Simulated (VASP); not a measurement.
Set up this calculation in VASP 6.6.1, as the native input.

```
Task                   : single point
Functional             : PBE
Dispersion             : D3(BJ)
Potentials or basis    : VASP PAW PBE potentials, release 64 (H, Si, S)
Cutoff                 : 400 eV
k mesh                 : 2 × 2 × 1
Occupations            : gaussian, width 0.02 eV
Spin                   : no spin polarisation
Dipole correction      : no
Further INCAR settings : LREAL = Auto; ALGO = Normal; EDIFF = 1e-06; NBANDS = 69; NELMDL = -8
```

The structure of Si20H10S lies in POSCAR:

```
Si20H10S
1.0
    7.6791800000      0.0000000000      0.0000000000
    0.0000000000      7.6791800000      0.0000000000
    0.0000000000      0.0000000000     18.2555000000
H Si S
10 20 1
Direct
    0.4093920184      0.0000000000      0.0547780121
    0.0906079816      0.0000000000      0.0547780121
    0.9093920184      0.0000000000      0.0547780121
    0.5906079816      0.0000000000      0.0547780121
    0.4093920184      0.5000000000      0.0547780121
    0.0906079816      0.5000000000      0.0547780121
    0.9093920184      0.5000000000      0.0547780121
    0.5906079816      0.5000000000      0.0547780121
    0.4659808730      1.2461174240      0.4014233519
    0.4305320360      0.9871365172      0.5010649393
    0.2500000000      0.0000000000      0.1021883816
    0.7500000000      0.0000000000      0.1021883816
    0.2500000000      0.5000000000      0.1021883816
    0.7500000000      0.5000000000      0.1021883816
    0.2475929722      0.2507236450      0.1733219030
    0.7522656065      0.2498714707      0.1735989154
    0.2489323079      0.7502440365      0.1789368136
    0.7518706424      0.7493014879      0.1775324697
    0.0006399121      0.2457712933      0.2475294021
    0.4988559976      0.2457602244      0.2438425132
   -0.0018498069      0.7521343425      0.2554889211
    0.5027067994      0.7553065562      0.2532237408
   -0.0159879050      0.0084933548      0.3270027115
    0.5139238825      0.0120180801      0.3246037085
   -0.0083928232      0.4934203912      0.3285244995
    0.4970611445      0.4955323355      0.3219728849
    0.2528272550      0.0752270425      0.3847209882
    0.7466078409      0.0631710677      0.4091252499
    0.2530938199      0.3885847187      0.3797313686
    0.7379715022      0.3587049659      0.3716782340
    0.2539242471      0.9754449043      0.4951289201
```

The input as run:

INCAR

```
SYSTEM = Si20H10S
ALGO = Normal
EDIFF = 1E-6
ENCUT = 400
GGA = PE
GGA_COMPAT = .FALSE.
ISIF = 2
ISMEAR = 0
IVDW = 12
LASPH = .TRUE.
LCHARG = .TRUE.
LELF = .TRUE.
LREAL = Auto
LVHAR = .TRUE.
LWAVE = .FALSE.
NBANDS = 69
NELM = 120
NELMDL = -8
PREC = Accurate
SIGMA = 0.02
```

KPOINTS

```
k-points
0
G
  2 2 1
  0 0 0
```

Potentials or basis: VASP PAW PBE potentials, release 64 (H, Si, S).

Run with:

```console
$ cat potpaw_PBE.64/H/POTCAR potpaw_PBE.64/Si/POTCAR potpaw_PBE.64/S/POTCAR > POTCAR
$ mpirun -np 1 vasp_std > vasp.out
```

It gave:

* Largest force: 0.621 eV/Å
* Band gap on the k mesh: zero (bands 48 and 49 overlap by 0.32 eV)
* Dispersion energy per atom: -0.174 eV

Caveat: the k points lie up to 0.41 Å⁻¹ apart.

Run time: 16 min on 1 thread of Intel Xeon 8259CL, with other jobs on the host, peak memory 0.71 GiB.
